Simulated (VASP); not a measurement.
# SiC (Fm-3m) in VASP: notebook, part 2 of 2

VASP 6.6.1.

### 4 Single point, PBE

This run uses another cell than the first one, of 5.49 Å³/atom.

INCAR

```
PREC     = Accurate       # precision mode
ENCUT    = 600            # plane-wave cutoff, eV
EDIFF    = 1E-6           # SCF threshold, eV
ISMEAR   = 0              # smearing method
SIGMA    = 0.02           # smearing width, eV
LREAL    = False          # projectors in reciprocal space
LASPH    = True           # aspherical terms in the spheres
NELM     = 120            # most SCF steps
ALGO     = Normal         # electronic algorithm
ISIF     = 2              # what is computed and relaxed
LWAVE    = False          # write WAVECAR
LCHARG   = False          # write CHGCAR
GGA      = PE             # functional
NBANDS   = 11             # bands
GGA_COMPAT= False
```

KPOINTS

```
Automatic mesh
0
Gamma
  16 16 16
```

POSCAR

```
SiC
1.0
    0.0000000000      1.7639694161      1.7639694161
    1.7639694161      0.0000000000      1.7639694161
    1.7639694161      1.7639694161      0.0000000000
C Si
1 1
Direct
    0.0000000000      0.0000000000      0.0000000000
    0.5000000000      0.5000000000      0.5000000000
```

Potentials or basis: VASP PAW PBE potentials, release 64 (C, Si).

Command:

```sh
$ cat potpaw_PBE.64/C/POTCAR potpaw_PBE.64/Si/POTCAR > POTCAR
$ mpirun -np 1 vasp_std > vasp.out
```

OUTCAR:

```text
PREC = Accurate
   ENCUT = 600
   EDIFF = 1E-6
   ISMEAR = 0
   LREAL = False
   LASPH = True
   NELM = 120
   ISIF = 2
   GGA = PE

 ion  position               nearest neighbor table
   1  0.000  0.000  0.000-   2 1.76   2 1.76   2 1.76   2 1.76   2 1.76   2 1.76
   2  0.500  0.500  0.500-   1 1.76   1 1.76   1 1.76   1 1.76   1 1.76   1 1.76

  LATTYP: Found a face centered cubic cell.
 ALAT       =     3.5279388322

  Lattice vectors:

 A1 = (   0.0000000000,   1.7639694161,   1.7639694161)
 A2 = (   1.7639694161,   0.0000000000,   1.7639694161)
 A3 = (   1.7639694161,   1.7639694161,   0.0000000000)

Analysis of symmetry for initial positions (statically):
=====================================================================
 Subroutine PRICEL returns:
 Original cell was already a primitive cell.

 Routine SETGRP: Setting up the symmetry group for a
 face centered cubic supercell.

 Subroutine GETGRP returns: Found 48 space group operations
 (whereof 48 operations were pure point group operations)
 out of a pool of 48 trial point group operations.

The static configuration has the point symmetry O_h .

Analysis of symmetry for dynamics (positions and initial velocities):
=====================================================================
 Subroutine PRICEL returns:
 Original cell was already a primitive cell.

 Routine SETGRP: Setting up the symmetry group for a
 face centered cubic supercell.

 Subroutine GETGRP returns: Found 48 space group operations
 (whereof 48 operations were pure point group operations)
 out of a pool of 48 trial point group operations.

The dynamic configuration has the point symmetry O_h .

 Subroutine INISYM returns: Found 48 space group operations
 (whereof 48 operations are pure point group operations),
 and found     1 'primitive' translations

----------------------------------------------------------------------------------------

                                     Primitive cell

  volume of cell :      10.9775
[... 111 lines left out ...]
  Fermi-wavevector in a.u.,A,eV,Ry     =   1.473230  2.784000 29.530160  2.170406
  Thomas-Fermi vector in A             =   2.588148
   LORBIT       =      0    0 simple, 1 ext, 2 COOP (PROOUT), +10 PAW based schemes
   GGA     = PE    functional components
   LHFCALC =     F    Hartree Fock is set to
   AEXX    =    0.0000 exact exchange contribution
   IVDW    =     0    specifies the selected vdW correction
   LEPSILON=     F    determine dielectric tensor
   LRPA    =     F    only Hartree local field effects (RPA)
 non-spin polarized calculation
 Gauss-broadening in eV      SIGMA  =   0.02
  energy-cutoff  :      600.00
  volume of cell :       10.98
 maximum number of plane-waves:       380
   NGX =  9   NGY =  9   NGZ =  9

 number of electron       7.9999999 magnetization

 Free energy of the ion-electron system (eV)
  ---------------------------------------------------
  ext. energy  EPLUGINS =         0.00000000
  ---------------------------------------------------
  free energy    TOTEN  =       -10.45287433 eV

  energy without entropy =      -10.45287433  energy(sigma->0) =      -10.45287433

 E-fermi :  19.9417     XC(G=0): -14.6674

 val. band max:       19.8416447499   @ k =   0.0000   0.0000   0.0000
 cond. band min:      20.0659660190   @ k =   0.5000   0.5000   0.0000
 fundamental gap:      0.2243212691
 Fermi energy:        19.9417461269

 k-point     1 :       0.0000    0.0000    0.0000
  band No.  band energies     occupation
      1      -4.1007      2.00000
      2      19.8416      2.00000
      3      19.8416      2.00000
      4      19.8416      2.00000
      5      28.7985      0.00000
      6      28.7985      0.00000
      7      28.7985      0.00000
      8      35.8556      0.00000
      9      35.8556      0.00000
     10      36.2392      0.00000
     11      36.2483      0.00000
[... 309 lines left out ...]
 k-point    24 :      -0.0625    0.0625    0.0000
  band No.  band energies     occupation
      1      -3.7702      2.00000
      2      18.4736      2.00000
      3      18.8096      2.00000
      4      19.7612      2.00000
      5      28.3623      0.00000
      6      29.1654      0.00000
      7      30.0510      0.00000
      8      33.2254      0.00000
      9      34.7091      0.00000
     10      36.6420      0.00000
     11      38.3837      0.00000

 [... further k-points ...]
[... 5 lines left out ...]
  --------------------------------------------------------------------------------------
  -------------------------------------------------------------------------------------
  Total       17.0762996     17.0762996     17.0762996      0.0000000     -0.0000000      0.0000000
  in kB     2492.3050571   2492.3050571   2492.3050571      0.0000000     -0.0000000      0.0000000
  external PRESSURE =    2492.3050571 kB  Pullay stress =       0.0000000 kB

 VOLUME and BASIS-vectors are now :
 -----------------------------------------------------------------------------
  energy-cutoff  :      600.00
  volume of cell :       10.98
      direct lattice vectors                 reciprocal lattice vectors
     0.000000000  1.763969416  1.763969416    -0.283451626  0.283451626  0.283451626
     1.763969416  0.000000000  1.763969416     0.283451626 -0.283451626  0.283451626
     1.763969416  1.763969416  0.000000000     0.283451626  0.283451626 -0.283451626

 POSITION                                       TOTAL-FORCE (eV/Angst)
 -----------------------------------------------------------------------------------
      0.00000      0.00000      0.00000        -0.000000      0.000000     -0.000000
      1.76397      1.76397      1.76397         0.000000     -0.000000      0.000000
 -----------------------------------------------------------------------------------
    total drift:                               -0.000000     -0.000000     -0.000000

  FREE ENERGIE OF THE ION-ELECTRON SYSTEM (eV)
  ---------------------------------------------------
  free  energy   TOTEN  =       -10.4528743342 eV

  energy  without entropy=      -10.4528743342  energy(sigma->0) =      -10.45287433
```

OSZICAR:

```text
N       E                     dE             d eps       ncg     rms          rms(c)
DAV:   1     0.962322126001E+01    0.96232E+01   -0.51711E+03  3262   0.801E+02
DAV:   2    -0.122106132908E+02   -0.21834E+02   -0.20700E+02  4093   0.129E+02
DAV:   3    -0.126687700345E+02   -0.45816E+00   -0.45724E+00  3902   0.142E+01
DAV:   4    -0.126693499586E+02   -0.57992E-03   -0.57989E-03  3539   0.613E-01
DAV:   5    -0.126693506318E+02   -0.67316E-06   -0.67318E-06  3789   0.198E-02    0.149E+01
DAV:   6    -0.106567511592E+02    0.20126E+01   -0.41206E+00  3391   0.116E+01    0.755E+00
DAV:   7    -0.104586417293E+02    0.19811E+00   -0.86815E-01  3671   0.569E+00    0.224E+00
DAV:   8    -0.104533013830E+02    0.53403E-02   -0.89268E-03  3402   0.740E-01    0.602E-01
DAV:   9    -0.104528704859E+02    0.43090E-03   -0.42312E-04  3979   0.198E-01    0.197E-01
DAV:  10    -0.104528734518E+02   -0.29659E-05   -0.49306E-06  3622   0.190E-02    0.195E-02
DAV:  11    -0.104528744633E+02   -0.10115E-05   -0.20448E-06  3304   0.103E-02    0.922E-03
DAV:  12    -0.104528743342E+02    0.12905E-06   -0.37259E-08  1742   0.184E-03
   1 F= -.10452874E+02 E0= -.10452874E+02  d E =-.109079E-15
```

Run time: 14 s. Hardware: 1 thread of Intel Xeon Platinum 8259CL at 2.50GHz (Skylake/Cascade Lake), shared host; peak memory 0.13 GiB.

Results:

```
Free energy            : -10.4529 eV
Pressure               : 249.2 GPa
Band gap on the k mesh : 0.22 eV (least direct gap 6.38 eV)
```

Levels at points of the mesh, in eV from the valence-band top:
| k point | band 1 | band 2 | band 3 | band 4 | band 5 | band 6 | band 7 | band 8 |
| --- | --- | --- | --- | --- | --- | --- | --- | --- |
| (0.00, 0.00, 0.00) | -23.94 | 0.00 | 0.00 | 0.00 | 8.96 | 8.96 | 8.96 | 16.01 |
| (0.50, 0.00, 0.00) | -16.93 | -15.40 | -2.46 | -2.46 | 7.56 | 7.56 | 8.68 | 14.43 |
| (0.50, 0.50, 0.00) | -14.10 | -13.91 | -6.16 | -6.16 | 0.22 | 2.48 | 21.25 | 21.90 |

Caveat: the cell stands under pressure. A k mesh can miss the band edges.

### 5 Summary

```csv
cell,k mesh,smearing,gap on the mesh (eV),pressure (GPa)
"a = 2.615 Å, angles 60.0°, 2 atoms",8 × 8 × 8,gaussian 0.1 eV,1.12,124.6
"a = 2.615 Å, angles 60.0°, 2 atoms",12 × 12 × 12,gaussian 0.02 eV,1.12,124.6
"a = 2.495 Å, angles 60.0°, 2 atoms",16 × 16 × 16,gaussian 0.02 eV,0.22,249.2
```

Alike in all rows: task single point; level PBE; potentials or basis VASP PAW PBE potentials, release 64 (C, Si); no spin polarisation; cutoff (eV) 600.

Caveats: the cell stands under pressure.

Absolute energies hang on the potentials; compare differences alone.
